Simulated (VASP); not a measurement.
# LiCrGaS4 (I-4) in VASP: single point with r2SCAN

Aim: the single point of LiCrGaS4 with r2SCAN.

Program: VASP 6.6.1. These are calculated values, not measurements. Logs are shortened: lines on timing, memory, paths and dates and some standing lists are left out, and cuts for length are marked.

**1. The cell of the first run**

It takes space group I-4 (No. 82, tetragonal). Conventional cell: a = 5.696 Å, b = 5.696 Å, c = 8.849 Å, α = 90.00°, β = 90.00°, γ = 90.00°. Ga (site symmetry -4) has 4 S at 2.03 Å within 2.7 Å. Within 3.2 Å of Li (site symmetry -4) lie 4 S at 2.39 Å. S (site symmetry 1) has 1 Ga at 2.03 Å and 1 Cr at 2.32 Å and 1 Li at 2.39 Å within 2.7 Å. Cr (site symmetry -4) has 4 S at 2.32 Å within 3.1 Å.

**2. Single point, r2SCAN**

POSCAR

```
LiCrGaS4
1.0
    0.0000000000      5.6961093500      0.0000000000
    5.6961093500      0.0000000000      0.0000000000
    2.8480551800      2.8480551800     -4.4244614500
Ga Li S Cr
1 1 4 1
Direct
    0.7500000000      0.2500000000      0.5000000000
    0.5000000000      0.5000000000      0.0000000000
    0.4120000000      0.9223000000      0.7304000000
    0.0777000000      0.1424000000      0.2696000000
    0.8576000000      0.3473000000      0.7304000000
    0.6527000000      0.5880000000      0.2696000000
    0.0000000000      0.0000000000      0.0000000000
```

INCAR.step1

```
ALGO     = Normal         # electronic algorithm
EDIFF    = 1E-4           # SCF threshold, eV
ENCUT    = 520            # plane-wave cutoff, eV
GGA      = PE             # functional
ISMEAR   = -5             # smearing method
LASPH    = True           # aspherical terms in the spheres
LCHARG   = False          # write CHGCAR
LMAXMIX  = 4              # l up to which the mixer works
LREAL    = False          # projectors in reciprocal space
LWAVE    = True           # write WAVECAR
NBANDS   = 35             # bands
NELM     = 100            # most SCF steps
PREC     = Accurate       # precision mode
SIGMA    = 0.1            # smearing width, eV
```

INCAR.step2

```
ALGO     = Normal         # electronic algorithm
EDIFF    = 1E-6           # SCF threshold, eV
ENCUT    = 520            # plane-wave cutoff, eV
ISIF     = 2              # what is computed and relaxed
ISMEAR   = -1             # smearing method
ISTART   = 1            
LASPH    = True           # aspherical terms in the spheres
LCHARG   = False          # write CHGCAR
LMAXMIX  = 4              # l up to which the mixer works
LMIXTAU  = True         
LORBIT   = 10             # projections on sites
LREAL    = False          # projectors in reciprocal space
LWAVE    = False          # write WAVECAR
METAGGA  = R2SCAN         # meta-GGA
NBANDS   = 35             # bands
NELM     = 100            # most SCF steps
PREC     = Accurate       # precision mode
SIGMA    = 0.1            # smearing width, eV
```

KPOINTS

```
k-points
0
Gamma
  4 4 4
```

Potentials or basis: VASP PAW PBE potentials, release 64 (Ga_d, Li_sv, S, Cr_pv).

The run is started by

```sh
cat potpaw_PBE.64/Ga_d/POTCAR potpaw_PBE.64/Li_sv/POTCAR potpaw_PBE.64/S/POTCAR potpaw_PBE.64/Cr_pv/POTCAR > POTCAR
cp INCAR.step1 INCAR
mpirun -np 1 vasp_std > vasp.out
cp INCAR.step2 INCAR
mpirun -np 1 vasp_std > vasp.out
```

OUTCAR:

```text
EDIFF = 1E-6
   ENCUT = 520
   ISIF = 2
   ISMEAR = -1
   ISTART = 1
   LASPH = True
   LORBIT = 10
   LREAL = False
   METAGGA = R2SCAN
   NELM = 100
   PREC = Accurate

 ion  position               nearest neighbor table
   1  0.750  0.250  0.500-   3 2.03   6 2.03   4 2.03   5 2.03
   2  0.500  0.500  0.000-   4 2.39   3 2.39   5 2.39   6 2.39
   3  0.412  0.922  0.730-   1 2.03   7 2.32   2 2.39
   4  0.078  0.142  0.270-   1 2.03   7 2.32   2 2.39
   5  0.858  0.347  0.730-   1 2.03   7 2.32   2 2.39
   6  0.653  0.588  0.270-   1 2.03   7 2.32   2 2.39
   7  0.000  0.000  0.000-   6 2.32   3 2.32   5 2.32   4 2.32

  LATTYP: Found a body centered tetragonal cell.
 ALAT       =     5.6961093500
 C/A-ratio  =     1.5535029888

  Lattice vectors:

 A1 = (  -2.8480551800,   2.8480541700,   4.4244614500)
 A2 = (   2.8480541700,  -2.8480551800,   4.4244614500)
 A3 = (   2.8480551800,   2.8480551800,  -4.4244614500)

Analysis of symmetry for initial positions (statically):
=====================================================================
 Subroutine PRICEL returns:
 Original cell was already a primitive cell.

 Routine SETGRP: Setting up the symmetry group for a
 body centered tetragonal supercell.

 Subroutine GETGRP returns: Found  4 space group operations
 (whereof  4 operations were pure point group operations)
 out of a pool of 16 trial point group operations.

The static configuration has the point symmetry S_4 .

Analysis of symmetry for dynamics (positions and initial velocities):
=====================================================================
 Subroutine PRICEL returns:
 Original cell was already a primitive cell.

 Routine SETGRP: Setting up the symmetry group for a
 body centered tetragonal supercell.

 Subroutine GETGRP returns: Found  4 space group operations
 (whereof  4 operations were pure point group operations)
 out of a pool of 16 trial point group operations.

The dynamic configuration has the point symmetry S_4 .

 Subroutine INISYM returns: Found  4 space group operations
 (whereof  4 operations are pure point group operations),
 and found     1 'primitive' translations

----------------------------------------------------------------------------------------

                                     Primitive cell

  volume of cell :     143.5546

  direct lattice vectors                    reciprocal lattice vectors
     0.000000000  5.696109350  0.000000000     0.000000000  0.175558427  0.113008124
     5.696109350  0.000000000  0.000000000     0.175558427  0.000000000  0.113008124
     2.848055180  2.848055180 -4.424461450     0.000000000  0.000000000 -0.226016208

  length of vectors
     5.696109350  5.696109350  5.983201128     0.208786009  0.208786009  0.226016208

  position of ions in fractional coordinates (direct lattice)
     0.750000000  0.250000000  0.500000000
     0.500000000  0.500000000  0.000000000
     0.412000000  0.922300000  0.730400000
     0.077700000  0.142400000  0.269600000
     0.857600000  0.347300000  0.730400000
     0.652700000  0.588000000  0.269600000
     0.000000000  0.000000000  0.000000000

  ion indices of the primitive-cell ions
   primitive index   ion index
                 1           1
                 2           2
                 3           3
                 4           4
                 5           5
                 6           6
                 7           7

----------------------------------------------------------------------------------------

 KPOINTS: k-points

Automatic generation of k-mesh.
 Grid dimensions read from file:
 generate k-points for:    4    4    4

 Generating k-lattice:

  Cartesian coordinates                     Fractional coordinates (reciprocal lattice)
     0.000000000  0.043889607  0.028252031     0.250000000  0.000000000 -0.000000000
     0.043889607  0.000000000  0.028252031     0.000000000  0.250000000 -0.000000000
     0.000000000  0.000000000 -0.056504052     0.000000000  0.000000000  0.250000000

  Length of vectors
     0.052196502  0.052196502  0.056504052

  Shift w.r.t. Gamma in fractional coordinates (k-lattice)
     0.000000000  0.000000000  0.000000000

 Subroutine IBZKPT returns following result:
 ===========================================

 Found     14 irreducible k-points:

 Following reciprocal coordinates:
            Coordinates               Weight
  0.000000  0.000000  0.000000      1.000000
  0.250000  0.000000  0.000000      8.000000
  0.500000  0.000000  0.000000      4.000000
  0.250000  0.250000  0.000000      8.000000
  0.500000  0.250000  0.000000      8.000000
 -0.250000  0.500000  0.000000      8.000000
 -0.250000  0.250000  0.000000      4.000000
  0.500000  0.500000  0.000000      2.000000
  0.000000  0.000000  0.250000      2.000000
  0.500000  0.000000  0.250000      4.000000
 -0.250000  0.000000  0.250000      8.000000
  0.500000  0.500000  0.250000      2.000000
 -0.250000 -0.250000  0.250000      4.000000
  0.000000  0.000000  0.500000      1.000000
   k-points           NKPTS =     14   k-points in BZ     NKDIM =     14   number of bands    NBANDS=     35
   number of dos      NEDOS =    301   number of ions     NIONS =      7
   total plane-waves  NPLWV =  84672
   dimension x,y,z NGX =    42 NGY =   42 NGZ =   48
   dimension x,y,z NGXF=    84 NGYF=   84 NGZF=   96
   ions per type =               1   1   4   1
   NGX,Y,Z   is equivalent  to a cutoff of  12.26, 12.26, 13.34 a.u.
   NGXF,Y,Z  is equivalent  to a cutoff of  24.52, 24.52, 26.67 a.u.
 SYSTEM =  unknown system
   PREC   = accura    normal or accurate (medium, high low for compatibility)
   ISTART =      1    job   : 0-new  1-cont  2-samecut
   ICHARG =      0    charge: 1-file 2-atom 10-const
   ISPIN  =      1    spin polarized calculation?
   LNONCOLLINEAR =      F non collinear calculations
   LSORBIT =      F    spin-orbit coupling
   LASPH  =      T    aspherical Exc in radial PAW
   ENCUT  =  520.0 eV  38.22 Ry    6.18 a.u.  10.59 10.59 11.12*2*pi/ulx,y,z
   NELM   =    100;   NELMIN=  2; NELMDL=  0     # of ELM steps
   EDIFF  = 0.1E-05   stopping-criterion for ELM
   LREAL  =      F    real-space projection
   EDIFFG = 0.1E-04   stopping-criterion for IOM
   NSW    =      0    number of steps for IOM
   IBRION =     -1    ionic relax: 0-MD 1-quasi-New 2-CG
   NFREE  =      0    steps in history (QN), initial steepest desc. (CG)
   ISIF   =      2    stress and relaxation
   ISYM   =      2    0-nonsym 1-usesym 2-fastsym
   POTIM  = 0.5000    time-step for ionic-motion
   TEBEG  =    0.0;   TEEND  =   0.0 temperature during run
   PSTRESS=    0.0 pullay stress
   NELECT =      52.0000    total number of electrons
   NUPDOWN=      -1.0000    fix difference up-down
   EMIN   =  10.00;   EMAX   =-10.00  energy-range for DOS
   EFERMI =   0.00;   METHOD = LEGACY
   ISMEAR =    -1;   SIGMA  =   0.10  broadening in eV -4-tet -1-fermi 0-gaus
   EFERMI_NEDOS =   21; number of points for ismear=-14 and -15
   IALGO  =     38    algorithm
   IMIX   =      4    mixing-type and parameters
     AMIX     =   0.40;   BMIX     =  1.00
     AMIX_MAG =   1.60;   BMIX_MAG =  1.00
  volume/ion in A,a.u.               =      20.51       138.39
  Fermi-wavevector in a.u.,A,eV,Ry     =   1.166998  2.205307 18.529574  1.361885
  Thomas-Fermi vector in A             =   2.303504
   LORBIT       =     10    0 simple, 1 ext, 2 COOP (PROOUT), +10 PAW based schemes
   METAGGA = R2SCAN    functional components
   LHFCALC =     F    Hartree Fock is set to
   AEXX    =    0.0000 exact exchange contribution
   IVDW    =     0    specifies the selected vdW correction
   LEPSILON=     F    determine dielectric tensor
   LRPA    =     F    only Hartree local field effects (RPA)
 non-spin polarized calculation
  energy-cutoff  :      520.00
  volume of cell :      143.55
 maximum number of plane-waves:      3900
   NGX = 21   NGY = 21   NGZ = 23

 number of electron      52.0000000 magnetization

 Free energy of the ion-electron system (eV)
  ---------------------------------------------------
  ext. energy  EPLUGINS =         0.00000000
  ---------------------------------------------------
  free energy    TOTEN  =       -63.16095141 eV

  energy without entropy =      -62.95725149  energy(sigma->0) =      -63.05910145

 E-fermi :   3.1407     XC(G=0):  -9.5975

 val. band max:        3.1243629204   @ k =   0.0000   0.0000   0.2500
 cond. band min:       3.1499849079   @ k =   0.0000   0.0000   0.0000
 fundamental gap:      0.0256219875
 Fermi energy:         3.1407057789

 k-point     1 :       0.0000    0.0000    0.0000
  band No.  band energies     occupation
      1     -43.5298      2.00000
      2     -42.1042      2.00000
      3     -42.0015      2.00000
      4     -42.0014      2.00000
      5     -12.7342      2.00000
      6     -12.5687      2.00000
[... 27 lines left out ...]
     34       8.8988      0.00000
     35      10.9201      0.00000

 k-point     2 :       0.2500    0.0000    0.0000
  band No.  band energies     occupation
      1     -43.5298      2.00000
      2     -42.1042      2.00000
      3     -42.0015      2.00000
      4     -42.0014      2.00000
      5     -12.7418      2.00000
      6     -12.5749      2.00000
[... 27 lines left out ...]
     34       9.0660      0.00000
     35      10.1264      0.00000
[... 416 lines left out ...]
     34       9.2638      0.00000
     35       9.5314      0.00000

 k-point    14 :       0.0000    0.0000    0.5000
  band No.  band energies     occupation
      1     -43.5298      2.00000
      2     -42.1042      2.00000
      3     -42.0015      2.00000
      4     -42.0014      2.00000
      5     -12.7588      2.00000
      6     -12.5634      2.00000
[... 27 lines left out ...]
     34       8.4305      0.00000
     35      10.0741      0.00000

------------------------ aborting loop because EDIFF is reached ----------------------------------------

  FORCE on cell =-STRESS in cart. coord.  units (eV):
  Direction    XX          YY          ZZ          XY          YZ          ZX
  --------------------------------------------------------------------------------------
  -------------------------------------------------------------------------------------
  Total        8.8507664      8.8507664      7.1461451     -0.0000176     -0.0000008     -0.0000008
  in kB       98.7812257     98.7812257     79.7563661     -0.0001968     -0.0000091     -0.0000091
  external PRESSURE =      92.4396059 kB  Pullay stress =       0.0000000 kB

 VOLUME and BASIS-vectors are now :
 -----------------------------------------------------------------------------
  energy-cutoff  :      520.00
  volume of cell :      143.55
      direct lattice vectors                 reciprocal lattice vectors
     0.000000000  5.696109350  0.000000000     0.000000000  0.175558427  0.113008124
     5.696109350  0.000000000  0.000000000     0.175558427  0.000000000  0.113008124
     2.848055180  2.848055180 -4.424461450     0.000000000  0.000000000 -0.226016208

 POSITION                                       TOTAL-FORCE (eV/Angst)
 -----------------------------------------------------------------------------------
      2.84805      5.69611     -2.21223         0.000000     -0.000000      0.000000
      2.84805      2.84805      0.00000         0.000000     -0.000000      0.000000
      7.33374      4.42702     -3.23163        -1.682934     -4.154543     -3.172170
      1.57896      1.21042     -1.19283        -4.154544      1.682934      3.172170
      4.05848      6.96520     -3.23163         1.682935      4.154544     -3.172170
      4.11715      4.48569     -1.19283         4.154543     -1.682935      3.172170
      0.00000      0.00000      0.00000         0.000000     -0.000000      0.000000
 -----------------------------------------------------------------------------------
    total drift:                               -0.000106     -0.000324     -0.000013

  FREE ENERGIE OF THE ION-ELECTRON SYSTEM (eV)
  ---------------------------------------------------
  free  energy   TOTEN  =       -63.1609514097 eV

  energy  without entropy=      -62.9572514875  energy(sigma->0) =      -63.05910145

 total charge

# of ion       s       p       d       tot
------------------------------------------
    1        0.893   1.253  10.257  12.403
    2        2.018   0.019   0.000   2.037
    3        1.332   2.475   0.000   3.807
    4        1.332   2.475   0.000   3.807
    5        1.332   2.475   0.000   3.807
    6        1.332   2.475   0.000   3.807
    7        0.534   6.229   4.007  10.770
--------------------------------------------------
tot          8.772  17.403  14.263  40.438
```

Wall time 5.5 min (1 thread of Intel Xeon Platinum 8375C at 2.90GHz (Ice Lake), shared host); peak memory 0.34 GiB.

Results:

```yaml
Free_energy: -63.1610 eV
Largest_force: 5.491 eV/Å
Band_gap_on_the_k_mesh: zero (bands 26 and 27 overlap by 0.33 eV)
Valence_electrons_inside_the_program's_atomic_spheres: Ga 12.40; Li 2.04; S 3.81; Cr 10.77
```

Forces in eV/Å, atoms in the order of the input:
```
Ga   0.000  0.000  0.000
Li   0.000  0.000  0.000
S   -1.683 -4.155 -3.172
S   -4.155  1.683  3.172
S    1.683  4.155 -3.172
S    4.155 -1.683  3.172
Cr   0.000  0.000  0.000
```

Caveat: the cutoff is under 1.25 times the usual one of these potentials, so pressure, stress and relaxed cells hold a basis-set (Pulay) error; the PAW data sets were made with another functional, which shifts forces and pressure a little; the run has no spin polarisation, though such a crystal can be magnetic. Spin polarisation is off, so any magnetic state and its effect on volume and gap are missing.
